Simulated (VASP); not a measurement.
# MgAu (Pm-3m) in VASP: further runs

Runs on MgAu. Level: LDA. Tasks: single point.

Program: VASP 6.6.1. These are calculated values, not measurements. Logs are shortened: lines on timing, memory, paths and dates and some standing lists are left out, and cuts for length are marked.

## 1. The cell of the first run

The structure is cubic, space group Pm-3m (No. 221). The conventional cell has a = 3.323 Å, b = 3.323 Å, c = 3.323 Å, α = 90.00°, β = 90.00°, γ = 90.00°. Within 3.8 Å of Mg (site symmetry m-3m) lie 8 Au at 2.88 Å and 6 Mg at 3.32 Å. Within 3.8 Å of Au (site symmetry m-3m) lie 8 Mg at 2.88 Å and 6 Au at 3.32 Å.

## 2. Single point, LDA (volume scaled by 1.06)

Contents of INCAR:

```
SYSTEM = MgAu
PREC = Accurate
ENCUT = 520
EDIFF = 1E-6
ISMEAR = -1
SIGMA = 0.05
LREAL = .False.
LASPH = .True.
NELM = 60
ALGO = Normal
ISIF = 2
LWAVE = .False.
LCHARG = .False.
NBANDS = 14
```

Contents of KPOINTS:

```
regular mesh
0
Gamma
  13 13 13
  0 0 0
```

Contents of POSCAR:

```
MgAu
1.0
    3.3229181883      0.0000000000      0.0000000000
    0.0000000000      3.3229181883      0.0000000000
    0.0000000000      0.0000000000      3.3229181883
Mg Au
1 1
Direct
    0.5000000000      0.5000000000      0.5000000000
    0.0000000000      0.0000000000      0.0000000000
```

Potentials or basis: VASP PAW LDA potentials, release 64 (Mg, Au).

Run with:

```
$ cat potpaw_LDA.64/Mg/POTCAR potpaw_LDA.64/Au/POTCAR > POTCAR
$ mpirun -np 1 vasp_std > vasp.out
```

OUTCAR:

```text
SYSTEM = MgAu
   PREC = Accurate
   ENCUT = 520
   EDIFF = 1E-6
   ISMEAR = -1
   LREAL = .False.
   LASPH = .True.
   NELM = 60
   ISIF = 2

 ion  position               nearest neighbor table
   1  0.500  0.500  0.500-   2 2.88   2 2.88   2 2.88   2 2.88   2 2.88   2 2.88   2 2.88   2 2.88

   2  0.000  0.000  0.000-   1 2.88   1 2.88   1 2.88   1 2.88   1 2.88   1 2.88   1 2.88   1 2.88

  LATTYP: Found a simple cubic cell.
 ALAT       =     3.3229181883

  Lattice vectors:

 A1 = (   3.3229181883,   0.0000000000,   0.0000000000)
 A2 = (   0.0000000000,   3.3229181883,   0.0000000000)
 A3 = (   0.0000000000,   0.0000000000,   3.3229181883)

Analysis of symmetry for initial positions (statically):
=====================================================================
 Subroutine PRICEL returns:
 Original cell was already a primitive cell.

 Routine SETGRP: Setting up the symmetry group for a
 simple cubic supercell.

 Subroutine GETGRP returns: Found 48 space group operations
 (whereof 48 operations were pure point group operations)
 out of a pool of 48 trial point group operations.

The static configuration has the point symmetry O_h .

Analysis of symmetry for dynamics (positions and initial velocities):
=====================================================================
 Subroutine PRICEL returns:
 Original cell was already a primitive cell.

 Routine SETGRP: Setting up the symmetry group for a
 simple cubic supercell.

 Subroutine GETGRP returns: Found 48 space group operations
 (whereof 48 operations were pure point group operations)
 out of a pool of 48 trial point group operations.

The dynamic configuration has the point symmetry O_h .

 Subroutine INISYM returns: Found 48 space group operations
 (whereof 48 operations are pure point group operations),
 and found     1 'primitive' translations

----------------------------------------------------------------------------------------

                                     Primitive cell

  volume of cell :      36.6909

  direct lattice vectors                    reciprocal lattice vectors
     3.322918188  0.000000000  0.000000000     0.300940301  0.000000000  0.000000000
     0.000000000  3.322918188  0.000000000     0.000000000  0.300940301  0.000000000
     0.000000000  0.000000000  3.322918188     0.000000000  0.000000000  0.300940301

  length of vectors
     3.322918188  3.322918188  3.322918188     0.300940301  0.300940301  0.300940301

  position of ions in fractional coordinates (direct lattice)
     0.500000000  0.500000000  0.500000000
     0.000000000  0.000000000  0.000000000
[... 83 lines left out ...]
   ISIF   =      2    stress and relaxation
   ISYM   =      2    0-nonsym 1-usesym 2-fastsym
   POTIM  = 0.5000    time-step for ionic-motion
   TEBEG  =    0.0;   TEEND  =   0.0 temperature during run
   PSTRESS=    0.0 pullay stress
   NELECT =      13.0000    total number of electrons
   NUPDOWN=      -1.0000    fix difference up-down
   EMIN   =  10.00;   EMAX   =-10.00  energy-range for DOS
   EFERMI =   0.00;   METHOD = LEGACY
   ISMEAR =    -1;   SIGMA  =   0.05  broadening in eV -4-tet -1-fermi 0-gaus
   EFERMI_NEDOS =   21; number of points for ismear=-14 and -15
   IALGO  =     38    algorithm
   IMIX   =      4    mixing-type and parameters
     AMIX     =   0.40;   BMIX     =  1.00
     AMIX_MAG =   1.60;   BMIX_MAG =  1.00
  volume/ion in A,a.u.               =      18.35       123.80
  Fermi-wavevector in a.u.,A,eV,Ry     =   1.158430  2.189114 18.258461  1.341959
  Thomas-Fermi vector in A             =   2.295032
   LORBIT       =      0    0 simple, 1 ext, 2 COOP (PROOUT), +10 PAW based schemes
   GGA     = CA    functional components
   LHFCALC =     F    Hartree Fock is set to
   AEXX    =    0.0000 exact exchange contribution
   IVDW    =     0    specifies the selected vdW correction
   LEPSILON=     F    determine dielectric tensor
   LRPA    =     F    only Hartree local field effects (RPA)
 non-spin polarized calculation
  energy-cutoff  :      520.00
  volume of cell :       36.69
 maximum number of plane-waves:      1021
 NGX is ok and might be reduce to    28
   NGX = 13   NGY = 13   NGZ = 13

 number of electron      13.0000001 magnetization

 Free energy of the ion-electron system (eV)
  ---------------------------------------------------
  ext. energy  EPLUGINS =         0.00000000
  ---------------------------------------------------
  free energy    TOTEN  =        -7.52151591 eV

  energy without entropy =       -7.51517343  energy(sigma->0) =       -7.51834467

 E-fermi :   6.0163     XC(G=0): -10.9862

 val. band max:        6.0095294127   @ k =   0.4615   0.4615   0.0769
 cond. band min:       6.0842401166   @ k =   0.4615   0.4615   0.3846
 fundamental gap:      0.0747107039
 Fermi energy:         6.0163379439

 k-point     1 :       0.0000    0.0000    0.0000
  band No.  band energies     occupation
      1      -2.6799      2.00000
      2       0.5454      2.00000
      3       0.5454      2.00000
      4       2.1274      2.00000
      5       2.1274      2.00000
      6       2.1274      2.00000
      7      11.2495      0.00000
      8      11.2495      0.00000
      9      11.2495      0.00000
     10      14.7765      0.00000
     11      14.7765      0.00000
     12      15.3887      0.00000
     13      23.2462      0.00000
     14      23.2462      0.00000
[... 377 lines left out ...]
      1       0.0384      2.00000
      2       0.5527      2.00000
      3       1.6350      2.00000
      4       1.7155      2.00000
      5       1.7709      2.00000
      6       2.3566      2.00000
      7       5.6833      1.99744
      8       8.0546      0.00000
      9      11.7799      0.00000
     10      15.6105      0.00000
     11      16.5992      0.00000
     12      18.1276      0.00000
     13      18.8764      0.00000
     14      21.0107      0.00000

 [... further k-points ...]
[... 5 lines left out ...]
  --------------------------------------------------------------------------------------
  -------------------------------------------------------------------------------------
  Total       -1.8629430     -1.8629430     -1.8629430     -0.0000000      0.0000000     -0.0000000
  in kB      -81.3488114    -81.3488114    -81.3488114     -0.0000000      0.0000000     -0.0000000
  external PRESSURE =     -81.3488114 kB  Pullay stress =       0.0000000 kB

 VOLUME and BASIS-vectors are now :
 -----------------------------------------------------------------------------
  energy-cutoff  :      520.00
  volume of cell :       36.69
      direct lattice vectors                 reciprocal lattice vectors
     3.322918188  0.000000000  0.000000000     0.300940301  0.000000000  0.000000000
     0.000000000  3.322918188  0.000000000     0.000000000  0.300940301  0.000000000
     0.000000000  0.000000000  3.322918188     0.000000000  0.000000000  0.300940301

 POSITION                                       TOTAL-FORCE (eV/Angst)
 -----------------------------------------------------------------------------------
      1.66146      1.66146      1.66146         0.000000      0.000000      0.000000
      0.00000      0.00000      0.00000         0.000000      0.000000      0.000000
 -----------------------------------------------------------------------------------
    total drift:                               -0.000000     -0.000000     -0.000000

  FREE ENERGIE OF THE ION-ELECTRON SYSTEM (eV)
  ---------------------------------------------------
  free  energy   TOTEN  =        -7.5215159053 eV

  energy  without entropy=       -7.5151734340  energy(sigma->0) =       -7.51834467
```

OSZICAR:

```text
N       E                     dE             d eps       ncg     rms          rms(c)
DAV:   1     0.494755073138E+02    0.49476E+02   -0.56793E+03  2400   0.774E+02
DAV:   2    -0.699130607655E+01   -0.56467E+02   -0.51599E+02  2754   0.162E+02
DAV:   3    -0.807517491143E+01   -0.10839E+01   -0.10797E+01  3000   0.212E+01
DAV:   4    -0.807890761634E+01   -0.37327E-02   -0.37325E-02  2820   0.151E+00
DAV:   5    -0.807894144359E+01   -0.33827E-04   -0.33827E-04  3024   0.146E-01    0.520E+00
DAV:   6    -0.756455557734E+01    0.51439E+00   -0.22893E+00  2616   0.116E+01    0.263E+00
DAV:   7    -0.753675567028E+01    0.27800E-01   -0.27593E-02  2640   0.146E+00    0.145E+00
DAV:   8    -0.752157120653E+01    0.15184E-01   -0.82528E-03  2802   0.554E-01    0.128E-01
DAV:   9    -0.752152886531E+01    0.42341E-04   -0.25131E-04  2946   0.998E-02    0.648E-02
DAV:  10    -0.752151598118E+01    0.12884E-04   -0.12840E-05  2848   0.284E-02    0.645E-03
DAV:  11    -0.752151590532E+01    0.75855E-07   -0.21126E-07  1974   0.305E-03
   1 F= -.75215159E+01 E0= -.75183447E+01  d E =-.634247E-02
```

stdout:

```text
POSCAR found type information on POSCAR MgAu
 POSCAR found :  2 types and       2 ions
 scaLAPACK will be used
 LDA part: xc-table for (Slater(with rela. corr.)+CA(PZ))
 , standard interpolation
 POSCAR, INCAR and KPOINTS ok, starting setup
 FFT: planning ... GRIDC
 FFT: planning ... GRID_SOFT
 FFT: planning ... GRID
 WAVECAR not read
 entering main loop
```

Run time: 25 s. Hardware: 1 thread of Intel Xeon 6975P-C, shared host; peak memory 0.18 GiB.

Results:

- Free energy: -7.5215 eV
- Pressure: -8.1 GPa

Caveat: the cell differs from its parent crystal (volume scaled by 1.06); spin-orbit coupling is left out, which moves the levels of the heavy elements.

## 3. Single point, LDA

This run uses another cell than the first one, of 17.31 Å³/atom, 0.943 times its volume.

Contents of INCAR:

```
ALGO = Normal ; EDIFF = 1E-6
ENCUT = 520 ; GGA = CA
ISIF = 2 ; ISMEAR = -1
LASPH = T ; LCHARG = T
LELF = T ; LREAL = F
LVHAR = T ; LWAVE = F
NBANDS = 14 ; NELM = 60
PREC = Accurate ; SIGMA = 0.05
```

Contents of KPOINTS:

```
k-points
0
Gamma
  13 13 13
```

Contents of POSCAR:

```
MgAu
1.0
    3.2590000000      0.0000000000      0.0000000000
    0.0000000000      3.2590000000      0.0000000000
    0.0000000000      0.0000000000      3.2590000000
Mg Au
1 1
Direct
    0.5000000000      0.5000000000      0.5000000000
    0.0000000000      0.0000000000      0.0000000000
```

Potentials or basis: VASP PAW LDA potentials, release 64 (Mg, Au).

Run with:

```
$ cat potpaw_LDA.64/Mg/POTCAR potpaw_LDA.64/Au/POTCAR > POTCAR
$ mpirun -np 1 vasp_std > vasp.out
```

OUTCAR:

```text
EDIFF = 1E-6
   ENCUT = 520
   GGA = CA
   ISIF = 2
   ISMEAR = -1
   LASPH = T
   LREAL = F
   NELM = 60
   PREC = Accurate

 ion  position               nearest neighbor table
   1  0.500  0.500  0.500-   2 2.82   2 2.82   2 2.82   2 2.82   2 2.82   2 2.82   2 2.82   2 2.82

   2  0.000  0.000  0.000-   1 2.82   1 2.82   1 2.82   1 2.82   1 2.82   1 2.82   1 2.82   1 2.82

  LATTYP: Found a simple cubic cell.
 ALAT       =     3.2590000000

  Lattice vectors:

 A1 = (   3.2590000000,   0.0000000000,   0.0000000000)
 A2 = (   0.0000000000,   3.2590000000,   0.0000000000)
 A3 = (   0.0000000000,   0.0000000000,   3.2590000000)

Analysis of symmetry for initial positions (statically):
=====================================================================
 Subroutine PRICEL returns:
 Original cell was already a primitive cell.

 Routine SETGRP: Setting up the symmetry group for a
 simple cubic supercell.

 Subroutine GETGRP returns: Found 48 space group operations
 (whereof 48 operations were pure point group operations)
 out of a pool of 48 trial point group operations.

The static configuration has the point symmetry O_h .

Analysis of symmetry for dynamics (positions and initial velocities):
=====================================================================
 Subroutine PRICEL returns:
 Original cell was already a primitive cell.

 Routine SETGRP: Setting up the symmetry group for a
 simple cubic supercell.

 Subroutine GETGRP returns: Found 48 space group operations
 (whereof 48 operations were pure point group operations)
 out of a pool of 48 trial point group operations.

The dynamic configuration has the point symmetry O_h .

 Subroutine INISYM returns: Found 48 space group operations
 (whereof 48 operations are pure point group operations),
 and found     1 'primitive' translations

----------------------------------------------------------------------------------------
[... 115 lines left out ...]
  Fermi-wavevector in a.u.,A,eV,Ry     =   1.181150  2.232049 18.981685  1.395114
  Thomas-Fermi vector in A             =   2.317429
   LORBIT       =      0    0 simple, 1 ext, 2 COOP (PROOUT), +10 PAW based schemes
   GGA     = CA    functional components
   LHFCALC =     F    Hartree Fock is set to
   AEXX    =    0.0000 exact exchange contribution
   IVDW    =     0    specifies the selected vdW correction
   LEPSILON=     F    determine dielectric tensor
   LRPA    =     F    only Hartree local field effects (RPA)
 non-spin polarized calculation
  energy-cutoff  :      520.00
  volume of cell :       34.61
 maximum number of plane-waves:       947
   NGX = 13   NGY = 13   NGZ = 13

 number of electron      12.9999996 magnetization

 Free energy of the ion-electron system (eV)
  ---------------------------------------------------
  ext. energy  EPLUGINS =         0.00000000
  ---------------------------------------------------
  free energy    TOTEN  =        -7.60035332 eV

  energy without entropy =       -7.59473455  energy(sigma->0) =       -7.59754394

 E-fermi :   6.6558     XC(G=0): -11.2663

 val. band max:        6.6064410604   @ k =   0.4615   0.3077   0.3077
 cond. band min:       6.6605149087   @ k =   0.3077   0.0769   0.0000
 fundamental gap:      0.0540738483
 Fermi energy:         6.6557595400

 k-point     1 :       0.0000    0.0000    0.0000
  band No.  band energies     occupation
      1      -2.4732      2.00000
      2       0.8478      2.00000
      3       0.8478      2.00000
      4       2.6152      2.00000
      5       2.6152      2.00000
      6       2.6152      2.00000
      7      12.0368      0.00000
      8      12.0368      0.00000
      9      12.0368      0.00000
     10      15.6458      0.00000
     11      15.6458      0.00000
     12      16.7765      0.00000
     13      24.1608      0.00000
     14      24.1608      0.00000
[... 377 lines left out ...]
      1       0.3434      2.00000
      2       0.8756      2.00000
      3       2.0666      2.00000
      4       2.1341      2.00000
      5       2.2165      2.00000
      6       2.8268      2.00000
      7       6.2988      1.99841
      8       8.8179      0.00000
      9      12.6797      0.00000
     10      16.6232      0.00000
     11      17.5560      0.00000
     12      19.2023      0.00000
     13      19.8512      0.00000
     14      22.1041      0.00000

 [... further k-points ...]
[... 5 lines left out ...]
  --------------------------------------------------------------------------------------
  -------------------------------------------------------------------------------------
  Total       -0.8389701     -0.8389701     -0.8389701     -0.0000000      0.0000000     -0.0000000
  in kB      -38.8332701    -38.8332701    -38.8332701     -0.0000000      0.0000000     -0.0000000
  external PRESSURE =     -38.8332701 kB  Pullay stress =       0.0000000 kB

 VOLUME and BASIS-vectors are now :
 -----------------------------------------------------------------------------
  energy-cutoff  :      520.00
  volume of cell :       34.61
      direct lattice vectors                 reciprocal lattice vectors
     3.259000000  0.000000000  0.000000000     0.306842590  0.000000000  0.000000000
     0.000000000  3.259000000  0.000000000     0.000000000  0.306842590  0.000000000
     0.000000000  0.000000000  3.259000000     0.000000000  0.000000000  0.306842590

 POSITION                                       TOTAL-FORCE (eV/Angst)
 -----------------------------------------------------------------------------------
      1.62950      1.62950      1.62950         0.000000      0.000000      0.000000
      0.00000      0.00000      0.00000         0.000000      0.000000      0.000000
 -----------------------------------------------------------------------------------
    total drift:                                0.000000      0.000000      0.000000

  FREE ENERGIE OF THE ION-ELECTRON SYSTEM (eV)
  ---------------------------------------------------
  free  energy   TOTEN  =        -7.6003533230 eV

  energy  without entropy=       -7.5947345505  energy(sigma->0) =       -7.59754394
```

OSZICAR:

```text
N       E                     dE             d eps       ncg     rms          rms(c)
DAV:   1     0.509732488200E+02    0.50973E+02   -0.57176E+03  2408   0.777E+02
DAV:   2    -0.719757360283E+01   -0.58171E+02   -0.53738E+02  2802   0.166E+02
DAV:   3    -0.820887174112E+01   -0.10113E+01   -0.10094E+01  2970   0.209E+01
DAV:   4    -0.821223132235E+01   -0.33596E-02   -0.33594E-02  2772   0.145E+00
DAV:   5    -0.821226070823E+01   -0.29386E-04   -0.29386E-04  3072   0.140E-01    0.568E+00
DAV:   6    -0.764345514411E+01    0.56881E+00   -0.24353E+00  2694   0.121E+01    0.284E+00
DAV:   7    -0.761570260121E+01    0.27753E-01   -0.26499E-02  2610   0.146E+00    0.157E+00
DAV:   8    -0.760039683994E+01    0.15306E-01   -0.67595E-03  2826   0.510E-01    0.119E-01
DAV:   9    -0.760036014573E+01    0.36694E-04   -0.21117E-04  2910   0.924E-02    0.539E-02
DAV:  10    -0.760035339498E+01    0.67508E-05   -0.88262E-06  2834   0.250E-02    0.578E-03
DAV:  11    -0.760035332299E+01    0.71986E-07   -0.11392E-07  1878   0.245E-03
   1 F= -.76003533E+01 E0= -.75975439E+01  d E =-.561877E-02
```

Run time: 23 s. Hardware: 1 thread of Intel Xeon Platinum 8375C at 2.90GHz (Ice Lake), shared host; peak memory 0.16 GiB.

What came out:

```yaml
Free_energy: -7.6004 eV
Pressure: -3.9 GPa
```

Caveat: spin-orbit coupling is left out, which moves the levels of the heavy elements.
